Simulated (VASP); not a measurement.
# ScAl3N4 (P-43m) in VASP: a series of runs

The runs below take ScAl3N4 through single point, relaxation of cell and atoms, with PBE.

Everything below comes from runs of VASP 6.6.1. Logs are shortened: lines on timing, memory, paths and dates and some standing lists are left out, and cuts for length are marked.

### 1 The cell of the first run

The structure is cubic, space group P-43m (No. 215). Conventional cell: a = 4.534 Å, b = 4.534 Å, c = 4.534 Å, α = 90.00°, β = 90.00°, γ = 90.00°. Within 2.7 Å of Sc (site symmetry -43m) lie 4 N at 2.06 Å. Within 2.6 Å of Al (site symmetry -42m) lie 4 N at 1.93 Å. Within 2.6 Å of N (site symmetry 3m) lie 3 Al at 1.93 Å and 1 Sc at 2.06 Å.

### 2 Single point, PBE

INCAR reads:

```
  ALGO = Normal
  EDIFF = 1E-6
  ENCUT = 520
  GGA = PE
  ISIF = 2
  ISMEAR = 0
  LASPH = T
  LCHARG = F
  LREAL = F
  LWAVE = F
  NBANDS = 30
  NELM = 80
  PREC = Accurate
  SIGMA = 0.15
```

KPOINTS reads:

```
k-points
0
Gamma
  3 3 3
```

POSCAR reads:

```
ScAl3N4
1.0
    4.5342925319      0.0000000000      0.0000000000
    0.0000000000      4.5342925319      0.0000000000
    0.0000000000      0.0000000000      4.5342925319
Sc Al N
1 3 4
Direct
    0.0000000000      0.0000000000      0.0000000000
    0.5000000000      0.0000000000      0.5000000000
    0.0000000000      0.5000000000      0.5000000000
    0.5000000000      0.5000000000      0.0000000000
    0.7372187337      0.2627812663      0.7372187337
    0.2627812663      0.7372187337      0.7372187337
    0.2627812663      0.2627812663      0.2627812663
    0.7372187337      0.7372187337      0.2627812663
```

Potentials or basis: VASP PAW PBE potentials, release 64 (Sc_sv, Al, N).

Command:

```bash
> cat potpaw_PBE.64/Sc_sv/POTCAR potpaw_PBE.64/Al/POTCAR potpaw_PBE.64/N/POTCAR > POTCAR
> mpirun -np 1 vasp_std > vasp.out
```

OUTCAR:

```text
EDIFF = 1E-6
   ENCUT = 520
   GGA = PE
   ISIF = 2
   ISMEAR = 0
   LASPH = T
   LREAL = F
   NELM = 80
   PREC = Accurate

 ion  position               nearest neighbor table
   1  0.000  0.000  0.000-   5 2.06   6 2.06   7 2.06   8 2.06   3 3.21   4 3.21   2 3.21   2 3.21
                             3 3.21   3 3.21   4 3.21   3 3.21   2 3.21   4 3.21   2 3.21   4 3.21
   2  0.500  0.000  0.500-   5 1.93   6 1.93   7 1.93   8 1.93   3 3.21   4 3.21   1 3.21   1 3.21
                             4 3.21   3 3.21   4 3.21   4 3.21   1 3.21   3 3.21   1 3.21   3 3.21
   3  0.000  0.500  0.500-   5 1.93   6 1.93   7 1.93   8 1.93   2 3.21   4 3.21   1 3.21   1 3.21
                             4 3.21   1 3.21   2 3.21   1 3.21   2 3.21   4 3.21   4 3.21   2 3.21
   4  0.500  0.500  0.000-   5 1.93   6 1.93   7 1.93   8 1.93   2 3.21   3 3.21   1 3.21   2 3.21
                             3 3.21   1 3.21   2 3.21   2 3.21   1 3.21   3 3.21   3 3.21   1 3.21
   5  0.737  0.263  0.737-   2 1.93   3 1.93   4 1.93   1 2.06
   6  0.263  0.737  0.737-   2 1.93   3 1.93   4 1.93   1 2.06
   7  0.263  0.263  0.263-   2 1.93   3 1.93   4 1.93   1 2.06
   8  0.737  0.737  0.263-   2 1.93   3 1.93   4 1.93   1 2.06

  LATTYP: Found a simple cubic cell.
 ALAT       =     4.5342925319

  Lattice vectors:

 A1 = (   4.5342925319,   0.0000000000,   0.0000000000)
 A2 = (   0.0000000000,   4.5342925319,   0.0000000000)
 A3 = (   0.0000000000,   0.0000000000,   4.5342925319)

Analysis of symmetry for initial positions (statically):
=====================================================================
 Subroutine PRICEL returns:
 Original cell was already a primitive cell.

 Routine SETGRP: Setting up the symmetry group for a
 simple cubic supercell.

 Subroutine GETGRP returns: Found 24 space group operations
 (whereof 24 operations were pure point group operations)
 out of a pool of 48 trial point group operations.

The static configuration has the point symmetry T_d .

Analysis of symmetry for dynamics (positions and initial velocities):
=====================================================================
 Subroutine PRICEL returns:
 Original cell was already a primitive cell.

 Routine SETGRP: Setting up the symmetry group for a
 simple cubic supercell.

 Subroutine GETGRP returns: Found 24 space group operations
 (whereof 24 operations were pure point group operations)
 out of a pool of 48 trial point group operations.

The dynamic configuration has the point symmetry T_d .

 Subroutine INISYM returns: Found 24 space group operations
 (whereof 24 operations are pure point group operations),
 and found     1 'primitive' translations

----------------------------------------------------------------------------------------

                                     Primitive cell

  volume of cell :      93.2242

  direct lattice vectors                    reciprocal lattice vectors
     4.534292532  0.000000000  0.000000000     0.220541571  0.000000000  0.000000000
     0.000000000  4.534292532  0.000000000     0.000000000  0.220541571  0.000000000
     0.000000000  0.000000000  4.534292532     0.000000000  0.000000000  0.220541571

  length of vectors
     4.534292532  4.534292532  4.534292532     0.220541571  0.220541571  0.220541571

  position of ions in fractional coordinates (direct lattice)
     0.000000000  0.000000000  0.000000000
     0.500000000  0.000000000  0.500000000
     0.000000000  0.500000000  0.500000000
     0.500000000  0.500000000  0.000000000
     0.737218734  0.262781266  0.737218734
     0.262781266  0.737218734  0.737218734
     0.262781266  0.262781266  0.262781266
     0.737218734  0.737218734  0.262781266

  ion indices of the primitive-cell ions
   primitive index   ion index
                 1           1
                 2           2
                 3           3
                 4           4
                 5           5
                 6           6
                 7           7
                 8           8

----------------------------------------------------------------------------------------

 KPOINTS: k-points

Automatic generation of k-mesh.
 Grid dimensions read from file:
 generate k-points for:    3    3    3

 Generating k-lattice:

  Cartesian coordinates                     Fractional coordinates (reciprocal lattice)
     0.073513857  0.000000000  0.000000000     0.333333333  0.000000000  0.000000000
     0.000000000  0.073513857  0.000000000     0.000000000  0.333333333  0.000000000
     0.000000000  0.000000000  0.073513857     0.000000000  0.000000000  0.333333333

  Length of vectors
     0.073513857  0.073513857  0.073513857

  Shift w.r.t. Gamma in fractional coordinates (k-lattice)
     0.000000000  0.000000000  0.000000000

 Subroutine IBZKPT returns following result:
 ===========================================

 Found      4 irreducible k-points:

 Following reciprocal coordinates:
            Coordinates               Weight
  0.000000  0.000000  0.000000      1.000000
  0.333333  0.000000  0.000000      6.000000
  0.333333  0.333333  0.000000     12.000000
  0.333333  0.333333  0.333333      8.000000
   k-points           NKPTS =      4   k-points in BZ     NKDIM =      4   number of bands    NBANDS=     30
   number of dos      NEDOS =    301   number of ions     NIONS =      8
   total plane-waves  NPLWV =  46656
   dimension x,y,z NGX =    36 NGY =   36 NGZ =   36
   dimension x,y,z NGXF=    72 NGYF=   72 NGZF=   72
   ions per type =               1   3   4
   NGX,Y,Z   is equivalent  to a cutoff of  13.20, 13.20, 13.20 a.u.
   NGXF,Y,Z  is equivalent  to a cutoff of  26.40, 26.40, 26.40 a.u.
 SYSTEM =  unknown system
   PREC   = accura    normal or accurate (medium, high low for compatibility)
   ISTART =      0    job   : 0-new  1-cont  2-samecut
   ICHARG =      2    charge: 1-file 2-atom 10-const
   ISPIN  =      1    spin polarized calculation?
   LNONCOLLINEAR =      F non collinear calculations
   LSORBIT =      F    spin-orbit coupling
   LASPH  =      T    aspherical Exc in radial PAW
   ENCUT  =  520.0 eV  38.22 Ry    6.18 a.u.   8.43  8.43  8.43*2*pi/ulx,y,z
   NELM   =     80;   NELMIN=  2; NELMDL= -5     # of ELM steps
   EDIFF  = 0.1E-05   stopping-criterion for ELM
   LREAL  =      F    real-space projection
   EDIFFG = 0.1E-04   stopping-criterion for IOM
   NSW    =      0    number of steps for IOM
   IBRION =     -1    ionic relax: 0-MD 1-quasi-New 2-CG
   NFREE  =      0    steps in history (QN), initial steepest desc. (CG)
   ISIF   =      2    stress and relaxation
   ISYM   =      2    0-nonsym 1-usesym 2-fastsym
   POTIM  = 0.5000    time-step for ionic-motion
   TEBEG  =    0.0;   TEEND  =   0.0 temperature during run
   PSTRESS=    0.0 pullay stress
   NELECT =      40.0000    total number of electrons
   NUPDOWN=      -1.0000    fix difference up-down
   EMIN   =  10.00;   EMAX   =-10.00  energy-range for DOS
   EFERMI =   0.00;   METHOD = LEGACY
   ISMEAR =     0;   SIGMA  =   0.15  broadening in eV -4-tet -1-fermi 0-gaus
   EFERMI_NEDOS =   21; number of points for ismear=-14 and -15
   IALGO  =     38    algorithm
   IMIX   =      4    mixing-type and parameters
     AMIX     =   0.40;   BMIX     =  1.00
     AMIX_MAG =   1.60;   BMIX_MAG =  1.00
  volume/ion in A,a.u.               =      11.65        78.64
  Fermi-wavevector in a.u.,A,eV,Ry     =   1.234768  2.333373 20.744143  1.524651
  Thomas-Fermi vector in A             =   2.369445
   LORBIT       =      0    0 simple, 1 ext, 2 COOP (PROOUT), +10 PAW based schemes
   GGA     = PE    functional components
   LHFCALC =     F    Hartree Fock is set to
   AEXX    =    0.0000 exact exchange contribution
   IVDW    =     0    specifies the selected vdW correction
   LEPSILON=     F    determine dielectric tensor
   LRPA    =     F    only Hartree local field effects (RPA)
 non-spin polarized calculation
 Gauss-broadening in eV      SIGMA  =   0.15
  energy-cutoff  :      520.00
  volume of cell :       93.22
 maximum number of plane-waves:      2518
 NGX is ok and might be reduce to    36
   NGX = 17   NGY = 17   NGZ = 17

 number of electron      40.0000014 magnetization

 Free energy of the ion-electron system (eV)
  ---------------------------------------------------
  ext. energy  EPLUGINS =         0.00000000
  ---------------------------------------------------
  free energy    TOTEN  =       -61.66729718 eV

  energy without entropy =      -61.66729718  energy(sigma->0) =      -61.66729718

 E-fermi :   5.4937     XC(G=0): -10.7063

 val. band max:        4.6727959909   @ k =   0.3333   0.0000   0.0000
 cond. band min:       8.0393115754   @ k =   0.0000   0.0000   0.0000
 fundamental gap:      3.3665155845
 Fermi energy:         5.4937323595

 k-point     1 :       0.0000    0.0000    0.0000
  band No.  band energies     occupation
      1     -41.8951      2.00000
      2     -20.6826      2.00000
      3     -20.6826      2.00000
      4     -20.6826      2.00000
      5      -9.3329      2.00000
      6      -7.0755      2.00000
[... 22 lines left out ...]
     29      13.4121      0.00000
     30      14.6844      0.00000

 k-point     2 :       0.3333    0.0000    0.0000
  band No.  band energies     occupation
      1     -41.8949      2.00000
      2     -20.6928      2.00000
      3     -20.6814      2.00000
      4     -20.6814      2.00000
      5      -8.8744      2.00000
      6      -7.7142      2.00000
[... 22 lines left out ...]
     29      13.6344      0.00000
     30      14.4718      0.00000

 k-point     3 :       0.3333    0.3333    0.0000
  band No.  band energies     occupation
      1     -41.8947      2.00000
      2     -20.6912      2.00000
      3     -20.6908      2.00000
      4     -20.6803      2.00000
      5      -8.4981      2.00000
      6      -7.5592      2.00000
[... 22 lines left out ...]
     29      13.3390      0.00000
     30      14.0622      0.00000

 k-point     4 :       0.3333    0.3333    0.3333
  band No.  band energies     occupation
      1     -41.8945      2.00000
      2     -20.6897      2.00000
      3     -20.6891      2.00000
      4     -20.6891      2.00000
      5      -8.1984      2.00000
      6      -7.5364      2.00000
[... 22 lines left out ...]
     29      13.4512      0.00000
     30      14.0192      0.00000

------------------------ aborting loop because EDIFF is reached ----------------------------------------

  FORCE on cell =-STRESS in cart. coord.  units (eV):
  Direction    XX          YY          ZZ          XY          YZ          ZX
  --------------------------------------------------------------------------------------
  -------------------------------------------------------------------------------------
  Total       -0.3423368     -0.3423368     -0.3423368      0.0000000      0.0000000     -0.0000000
  in kB       -5.8834970     -5.8834970     -5.8834970      0.0000000      0.0000000     -0.0000000
  external PRESSURE =      -5.8834970 kB  Pullay stress =       0.0000000 kB

 VOLUME and BASIS-vectors are now :
 -----------------------------------------------------------------------------
  energy-cutoff  :      520.00
  volume of cell :       93.22
      direct lattice vectors                 reciprocal lattice vectors
     4.534292532  0.000000000  0.000000000     0.220541571  0.000000000  0.000000000
     0.000000000  4.534292532  0.000000000     0.000000000  0.220541571  0.000000000
     0.000000000  0.000000000  4.534292532     0.000000000  0.000000000  0.220541571

 POSITION                                       TOTAL-FORCE (eV/Angst)
 -----------------------------------------------------------------------------------
      0.00000      0.00000      0.00000         0.000000     -0.000000     -0.000000
      2.26715      0.00000      2.26715         0.000000      0.000000     -0.000000
      0.00000      2.26715      2.26715        -0.000000      0.000000     -0.000000
      2.26715      2.26715      0.00000         0.000000     -0.000000     -0.000000
      3.34277      1.19153      3.34277        -0.024084      0.024084     -0.024084
      1.19153      3.34277      3.34277         0.024084     -0.024084     -0.024084
      1.19153      1.19153      1.19153         0.024084      0.024084      0.024084
      3.34277      3.34277      1.19153        -0.024084     -0.024084      0.024084
 -----------------------------------------------------------------------------------
    total drift:                                0.000000      0.000000      0.000000

  FREE ENERGIE OF THE ION-ELECTRON SYSTEM (eV)
  ---------------------------------------------------
  free  energy   TOTEN  =       -61.6672971844 eV

  energy  without entropy=      -61.6672971844  energy(sigma->0) =      -61.66729718
```

It took 30 s on 1 thread of AMD EPYC 7R13 (Zen 3), shared host; peak memory 0.17 GiB.

Results:

```yaml
Free_energy: -61.6673 eV
Pressure: -0.6 GPa
Largest_force: 0.042 eV/Å
Band_gap_on_the_k_mesh: 3.37 eV, indirect (least direct gap 3.67 eV)
```

Forces on the atoms (eV/Å):
```
Sc   0.000  0.000  0.000
Al   0.000  0.000  0.000
Al   0.000  0.000  0.000
Al   0.000  0.000  0.000
N   -0.024  0.024 -0.024
N    0.024 -0.024 -0.024
N    0.024  0.024  0.024
N   -0.024 -0.024  0.024
```

Caveat: the k points lie up to 0.46 Å⁻¹ apart. A k mesh can miss the band edges.

[end of part 1 of 2]
